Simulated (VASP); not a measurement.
# LiSi16 (a cell with a defect) in VASP: relaxation of the atoms with PBE+D3(BJ)

Aim: the relaxation of the atoms of LiSi16 (a cell with a defect) with PBE+D3(BJ).

All numbers are computed with VASP 6.6.1; they aren't measurements. Logs are shortened: lines on timing, memory, paths and dates and some standing lists are left out, and cuts for length are marked.

## 1. The cell of the first run

The cell holds a defect, 17 atoms: a = 7.679 Å, b = 7.679 Å, c = 7.679 Å, α = 60.00°, β = 60.00°, γ = 60.00°.

## 2. Relaxation of the atoms, PBE+D3(BJ), collinear spin

INCAR

```
SYSTEM = LiSi16
  ALGO = Normal
  EDIFF = 1E-7
  EDIFFG = -0.08
  ENCUT = 520
  GGA = PE
  IBRION = 2
  ISIF = 2
  ISMEAR = -1
  ISPIN = 2
  IVDW = 12
  KPAR = 2
  LASPH = .TRUE.
  LCHARG = .FALSE.
  LORBIT = 11
  LREAL = Auto
  LWAVE = .FALSE.
  MAGMOM = 0 0 0 0 0 0 0 0 0 0 0 0 0 0 0 0 1
  NELM = 150
  NSW = 45
  PREC = Accurate
  SIGMA = 0.02
```

KPOINTS

```
k-points
0
G
  2 2 2
  0 0 0
```

POSCAR

```
LiSi16
1.0
    0.0000000000      5.4300000000      5.4300000000
    5.4300000000      0.0000000000      5.4300000000
    5.4300000000      5.4300000000      0.0000000000
Si Li
16 1
Direct
    0.0000000000      0.0000000000      0.0000000000
    0.1250000000      0.1250000000      0.1250000000
    0.0000000000      0.0000000000      0.5000000000
    0.1250000000      0.1250000000      0.6250000000
    0.0000000000      0.5000000000      0.0000000000
    0.1250000000      0.6250000000      0.1250000000
    0.0000000000      0.5000000000      0.5000000000
    0.1250000000      0.6250000000      0.6250000000
    0.5000000000      0.0000000000      0.0000000000
    0.6250000000      0.1250000000      0.1250000000
    0.5000000000      0.0000000000      0.5000000000
    0.6250000000      0.1250000000      0.6250000000
    0.5000000000      0.5000000000      0.0000000000
    0.6250000000      0.6250000000      0.1250000000
    0.5000000000      0.5000000000      0.5000000000
    0.6250000000      0.6250000000      0.6250000000
    0.8102496000      0.8203542000      0.3129815000
```

Potentials or basis: VASP PAW PBE potentials, release 64 (Si, Li_sv).

Launch:

```console
> cat potpaw_PBE.64/Si/POTCAR potpaw_PBE.64/Li_sv/POTCAR > POTCAR
> mpirun -np 4 vasp_std > vasp.out
```

OUTCAR:

```text
SYSTEM = LiSi16
   EDIFF = 1E-7
   EDIFFG = -0.08
   ENCUT = 520
   GGA = PE
   IBRION = 2
   ISIF = 2
   ISMEAR = -1
   ISPIN = 2
   IVDW = 12
   LASPH = .TRUE.
   LORBIT = 11
   LREAL = Auto
   NELM = 150
   NSW = 45
   PREC = Accurate
 IVDW          = 12

 ion  position               nearest neighbor table
   1  0.000  0.000  0.000-  17 2.24   4 2.35   6 2.35  10 2.35   2 2.35
   2  0.125  0.125  0.125-   1 2.35   3 2.35   5 2.35   9 2.35
   3  0.000  0.000  0.500-   2 2.35   4 2.35   8 2.35  12 2.35
   4  0.125  0.125  0.625-   1 2.35   3 2.35   7 2.35  11 2.35
   5  0.000  0.500  0.000-   2 2.35   6 2.35   8 2.35  14 2.35
   6  0.125  0.625  0.125-  17 2.29   5 2.35   7 2.35  13 2.35   1 2.35
   7  0.000  0.500  0.500-  17 2.28   6 2.35   8 2.35  16 2.35   4 2.35
   8  0.125  0.625  0.625-   3 2.35   5 2.35   7 2.35  15 2.35
   9  0.500  0.000  0.000-   2 2.35  10 2.35  12 2.35  14 2.35
  10  0.625  0.125  0.125-  17 2.22   9 2.35  11 2.35  13 2.35   1 2.35
  11  0.500  0.000  0.500-  17 2.22  10 2.35  12 2.35  16 2.35   4 2.35
  12  0.625  0.125  0.625-   3 2.35   9 2.35  11 2.35  15 2.35
  13  0.500  0.500  0.000-   6 2.35  10 2.35  14 2.35  16 2.35
  14  0.625  0.625  0.125-   5 2.35   9 2.35  13 2.35  15 2.35
  15  0.500  0.500  0.500-   8 2.35  12 2.35  14 2.35  16 2.35
  16  0.625  0.625  0.625-  17 2.27  11 2.35  13 2.35  15 2.35   7 2.35
  17  0.810  0.820  0.313-  11 2.22  10 2.22   1 2.24  16 2.27   7 2.28   6 2.29

  LATTYP: Found a face centered cubic cell.
 ALAT       =    10.8600000000

  Lattice vectors:

 A1 = (   0.0000000000,   5.4300000000,   5.4300000000)
 A2 = (   5.4300000000,   0.0000000000,   5.4300000000)
 A3 = (   5.4300000000,   5.4300000000,   0.0000000000)

Analysis of symmetry for initial positions (statically):
=====================================================================
 Subroutine PRICEL returns:
 Original cell was already a primitive cell.

 Routine SETGRP: Setting up the symmetry group for a
 face centered cubic supercell.

 Subroutine GETGRP returns: Found  1 space group operations
 (whereof  1 operations were pure point group operations)
 out of a pool of 48 trial point group operations.

The static configuration has the point symmetry C_1 .

Analysis of symmetry for dynamics (positions and initial velocities):
=====================================================================
 Subroutine PRICEL returns:
 Original cell was already a primitive cell.

 Routine SETGRP: Setting up the symmetry group for a
 face centered cubic supercell.

 Subroutine GETGRP returns: Found  1 space group operations
 (whereof  1 operations were pure point group operations)
 out of a pool of 48 trial point group operations.

The dynamic configuration has the point symmetry C_1 .

Analysis of structural, dynamic, and magnetic symmetry:
[... 150 lines left out ...]
   LHFCALC =     F    Hartree Fock is set to
   AEXX    =    0.0000 exact exchange contribution
   IVDW    =    12    specifies the selected vdW correction
   LEPSILON=     F    determine dielectric tensor
   LRPA    =     F    only Hartree local field effects (RPA)
 conjugate gradient relaxation of ions
 spin polarized calculation
  energy-cutoff  :      520.00
  volume of cell :      320.21
 maximum number of plane-waves:      8646
 NGX is ok and might be reduce to    60
   NGX = 29   NGY = 29   NGZ = 29

--------------------------------------- Ionic step        1  -------------------------------------------

 number of electron      67.0000004 magnetization       0.0001515

 Free energy of the ion-electron system (eV)
  ---------------------------------------------------
  ext. energy  EPLUGINS =         0.00000000
  ---------------------------------------------------
  free energy    TOTEN  =       -85.94008095 eV

  energy without entropy =      -85.92745635  energy(sigma->0) =      -85.93376865

------------------------ aborting loop because EDIFF is reached ----------------------------------------

 Edisp (eV)   -5.46240

 E8    (eV) :    -2.2640
[... 152 lines left out ...]
  FREE ENERGIE OF THE ION-ELECTRON SYSTEM (eV)
  ---------------------------------------------------
  free  energy   TOTEN  =       -91.7347841641 eV

  energy  without entropy=      -91.7264414295  energy(sigma->0) =      -91.73061280

[... ionic steps 4 to 39 ...]

--------------------------------------- Ionic step       40  -------------------------------------------

 number of electron      67.0000000 magnetization      -0.0000007

------------------------ aborting loop because EDIFF is reached ----------------------------------------
[... 107 lines left out ...]
 number of electron      67.0000000 magnetization       0.0000001

 number of electron      67.0000000 magnetization      -0.0000000

 Free energy of the ion-electron system (eV)
  ---------------------------------------------------
  ext. energy  EPLUGINS =         0.00000000
  ---------------------------------------------------
  free energy    TOTEN  =       -86.86574198 eV

  energy without entropy =      -86.85702367  energy(sigma->0) =      -86.86138283

 E-fermi :   6.6624     XC(G=0):  -9.5300

 val. band max:        6.6544918924   @ k =   0.0000   0.0000   0.0000
 cond. band min:       6.6637262100   @ k =   0.0000   0.0000   0.0000
 fundamental gap:      0.0092343176
 Fermi energy:         6.6624469016

 spin component 1

 k-point     1 :       0.0000    0.0000    0.0000
  band No.  band energies     occupation
      1     -40.4692      1.00000
      2      -5.9815      1.00000
      3      -3.7445      1.00000
      4      -3.6597      1.00000
      5      -3.6575      1.00000
      6      -3.6485      1.00000
[... 365 lines left out ...]
     43      10.1727      0.00000
     44      10.2528      0.00000
 Fermi energy:         6.6624469016

 spin component 2

 k-point     1 :       0.0000    0.0000    0.0000
  band No.  band energies     occupation
      1     -40.4692      1.00000
      2      -5.9815      1.00000
      3      -3.7445      1.00000
      4      -3.6597      1.00000
      5      -3.6575      1.00000
      6      -3.6485      1.00000
[... 413 lines left out ...]
  FREE ENERGIE OF THE ION-ELECTRON SYSTEM (eV)
  ---------------------------------------------------
  free  energy   TOTEN  =       -92.3212279266 eV

  energy  without entropy=      -92.3125096136  energy(sigma->0) =      -92.31686877

 reached required accuracy - stopping structural energy minimisation

 total charge

# of ion       s       p       d       tot
------------------------------------------
    1        0.745   0.965   0.000   1.710
    2        0.737   0.949   0.000   1.686
    3        0.745   0.963   0.000   1.708
    4        0.733   0.978   0.000   1.711
    5        0.742   0.954   0.000   1.696
    6        0.737   0.949   0.000   1.686
[... 9 lines left out ...]
   16        0.737   0.949   0.000   1.686
   17        2.028   0.088   0.000   2.116
--------------------------------------------------
tot         13.869  15.397   0.000  29.266

 magnetization (x)

# of ion       s       p       d       tot
------------------------------------------
    1       -0.000  -0.000   0.000  -0.000
    2        0.000   0.000   0.000   0.000
    3        0.000   0.000   0.000   0.000
    4       -0.000  -0.000   0.000  -0.000
    5       -0.000  -0.000   0.000  -0.000
    6        0.000   0.000   0.000   0.000
[... 9 lines left out ...]
   16       -0.000  -0.000   0.000  -0.000
   17        0.000  -0.000   0.000  -0.000
--------------------------------------------------
tot         -0.000  -0.000   0.000  -0.000
```

OSZICAR:

```text
N       E                     dE             d eps       ncg     rms          rms(c)
DAV:   1     0.204389456895E+03    0.20439E+03   -0.25841E+04  1408   0.128E+03
DAV:   2    -0.650089089347E+02   -0.26940E+03   -0.25661E+03  1708   0.207E+02
DAV:   3    -0.860417152102E+02   -0.21033E+02   -0.20639E+02  2080   0.482E+01
DAV:   4    -0.873454271880E+02   -0.13037E+01   -0.12856E+01  2248   0.110E+01
[... 411 lines left out ...]
DAV:   3    -0.868657405829E+02    0.17459E-04   -0.19435E-04  2144   0.568E-02    0.227E-02
DAV:   4    -0.868657411477E+02   -0.56477E-06   -0.27810E-05  1728   0.190E-02    0.913E-03
DAV:   5    -0.868657419968E+02   -0.84913E-06   -0.24419E-06  1896   0.607E-03    0.305E-03
DAV:   6    -0.868657419833E+02    0.13458E-07   -0.34490E-07  1520   0.221E-03
  42 F= -.92321228E+02 E0= -.92316869E+02  d E =-.193015E-02  mag=    -0.0000
```

CONTCAR:

```text
LiSi16
   1.00000000000000
     0.0000000000000000    5.4299999999999997    5.4299999999999997
     5.4299999999999997    0.0000000000000000    5.4299999999999997
     5.4299999999999997    5.4299999999999997    0.0000000000000000
  Si              Li
    16     1
Direct
     0.9975350841953080    0.9990546679413848    0.9889210986680383
     0.1221162591839205    0.1227203074028586    0.1200917807147411
     0.9993636385939911    0.0001902741196597    0.4994257050097491
     0.1224412204731247    0.1213070287198391    0.6221138864899088
     0.9936604730223230    0.4972524103777995    0.9970196958027020
     0.1229353625721603    0.6197508542646601    0.1195446729555957
[... 9 lines left out ...]
     0.6191142189774322    0.6195806135675017    0.6236353663726856
     0.8727208956800470    0.8709610434969175    0.3718649345944310

  0.00000000E+00  0.00000000E+00  0.00000000E+00
  0.00000000E+00  0.00000000E+00  0.00000000E+00
  0.00000000E+00  0.00000000E+00  0.00000000E+00
  0.00000000E+00  0.00000000E+00  0.00000000E+00
  0.00000000E+00  0.00000000E+00  0.00000000E+00
  0.00000000E+00  0.00000000E+00  0.00000000E+00
[... 9 lines left out ...]
  0.00000000E+00  0.00000000E+00  0.00000000E+00
  0.00000000E+00  0.00000000E+00  0.00000000E+00
```

Run time: 32 min. Hardware: 4 MPI ranks of Intel Xeon Platinum 8488C (Sapphire Rapids), shared host; peak memory 0.47 GiB.

Results:

| Quantity | Value |
| --- | --- |
| Free energy | -92.3212 eV |
| Energy gained by relaxing | 54.0 meV/atom |
| Ionic steps | 42 |
| Largest force after relaxing | 0.056 eV/Å |
| Net moment | 0.00 μB per cell |
| Valence electrons inside the program's atomic spheres | Si 1.71, 1.69, 1.70 (each value once); Li 2.12 |
| Dispersion energy per atom | -0.321 eV |

Forces on the atoms (eV/Å):
```
Si  -0.013 -0.001  0.026
Si   0.015 -0.001  0.019
Si  -0.028 -0.012 -0.025
Si  -0.009 -0.021 -0.011
Si  -0.008 -0.003  0.006
Si   0.016 -0.007  0.003
Si   0.012  0.032  0.016
Si   0.004  0.020 -0.001
Si   0.024  0.001  0.022
Si  -0.002  0.025  0.000
Si   0.024 -0.008 -0.017
Si   0.020  0.004  0.014
Si  -0.036  0.003 -0.024
Si  -0.040 -0.019 -0.035
Si   0.011 -0.002 -0.006
Si   0.003 -0.004  0.017
Li   0.007 -0.007 -0.003
```

The path:
```csv
step,energy change (eV),largest force (eV/Å),pressure (GPa)
1,0.0000,1.5862,1.81
3,-0.3323,0.4117,1.61
5,-0.3530,0.2578,1.57
7,-0.3798,0.3148,1.48
9,-0.4128,0.2190,1.39
11,-0.4199,0.2333,1.31
13,-0.4355,0.3064,1.16
15,-0.4669,0.4459,0.97
17,-0.4942,0.5174,0.70
19,-0.5137,0.5212,0.56
21,-0.5188,0.5198,0.47
23,-0.5607,0.3889,0.43
25,-0.5930,0.3968,0.37
27,-0.6615,0.2891,0.35
29,-0.6768,0.4996,0.36
31,-0.7653,0.4647,0.44
33,-0.7755,0.6764,0.51
35,-0.8452,0.5146,0.62
37,-0.8953,0.3266,0.67
39,-0.9129,0.1204,0.66
41,-0.9168,0.0889,0.66
42,-0.9188,0.0563,0.66
```

Final structure:
```xyz
17
Lattice="0.0000 5.4300 5.4300 5.4300 0.0000 5.4300 5.4300 5.4300 0.0000" Properties=species:S:1:pos:R:3 pbc="T T T"
Si   10.7947   10.7865   10.8415
Si    1.3185    1.3152    1.3295
Si    2.7129    8.1384    5.4276
Si    4.0368    4.0429    1.3236
Si    8.1139   10.8094    8.0957
Si    4.0144    1.3167    4.0328
Si    5.3578    8.1272    8.0702
Si    6.7478    4.0423    4.0322
Si   10.8108    8.1073    8.0951
Si    1.3239    4.0013    4.0374
Si    8.1267    5.3599    8.0805
Si    4.0450    6.7465    4.0337
Si    8.1338    8.1180    5.4141
Si    4.0464    4.0408    6.7591
Si    5.3817    5.3804    5.3973
Si    6.7507    6.7481    6.7261
Li    6.7485    6.7581    9.4682
```

Caveat: the k points lie up to 0.50 Å⁻¹ apart; the cutoff is under 1.25 times the usual one of these potentials, so pressure, stress and relaxed cells hold a basis-set (Pulay) error; the relaxation stopped at a loose force limit of 0.08 eV/Å, so its end isn't a converged minimum.
